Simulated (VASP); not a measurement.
## FePt (Tetraferroplatinum): single point with LDA

The system is FePt (Tetraferroplatinum).

```xyz
2
Lattice="2.7235 0.0000 0.0000 0.0000 2.7235 0.0000 0.0000 0.0000 3.7200" Properties=species:S:1:pos:R:3 pbc="T T T"
Pt    1.3618    1.3618    1.8600
Fe    0.0000    0.0000    0.0000
```

```yaml
Program: VASP 6.6.1
Task: single point
Functional: LDA
Potentials_or_basis: VASP PAW LDA potentials, release 64 (Pt, Fe)
Cutoff: 520 eV
k_mesh: 10 × 10 × 7
Occupations: gaussian, width 0.05 eV
Spin: collinear spin, ferromagnetic start
Starting_moments: "[0.0, 3.0] μB"
```

```
Pressure                                              : -12.7 GPa
Net moment                                            : 3.19 μB per cell
Site moments                                          : Pt +0.34; Fe +2.80 μB
Valence electrons inside the program's atomic spheres : Pt 9.42; Fe 7.02
```

Stress tensor (GPa, compression positive):
```
-13.22   0.00   0.00
  0.00 -13.22   0.00
  0.00   0.00 -11.59
```

Levels at points of the mesh, in eV from the Fermi level:
Spin up:
| k point | band 8 | band 9 | band 10 | band 11 | band 12 | band 13 | band 14 | band 15 |
| --- | --- | --- | --- | --- | --- | --- | --- | --- |
| (0.00, 0.00, 0.00) | -1.67 | -0.42 | -0.23 | -0.23 | 2.28 | 9.85 | 11.63 | 11.63 |
| (0.50, 0.00, 0.00) | -2.23 | -1.89 | -1.60 | 0.34 | 2.06 | 10.50 | 10.60 | 12.56 |
| (0.50, 0.50, 0.00) | -0.28 | -0.28 | 0.58 | 1.60 | 1.60 | 7.65 | 10.12 | 10.90 |
Spin down:
```tsv
k point	band 6	band 7	band 8	band 9	band 10	band 11
(0.00, 0.00, 0.00)	-0.78	-0.78	0.44	1.47	1.62	1.62
(0.50, 0.00, 0.00)	-1.37	-1.22	-0.98	0.31	0.62	2.35
(0.50, 0.50, 0.00)	1.12	1.48	1.69	1.69	1.74	1.89
```

It took 92 s on 1 thread of Oxide Virtual Turin-like Processor, with other jobs on the host, peak memory 0.15 GiB.

Caveat: spin-orbit coupling is left out, which moves the levels of the heavy elements.
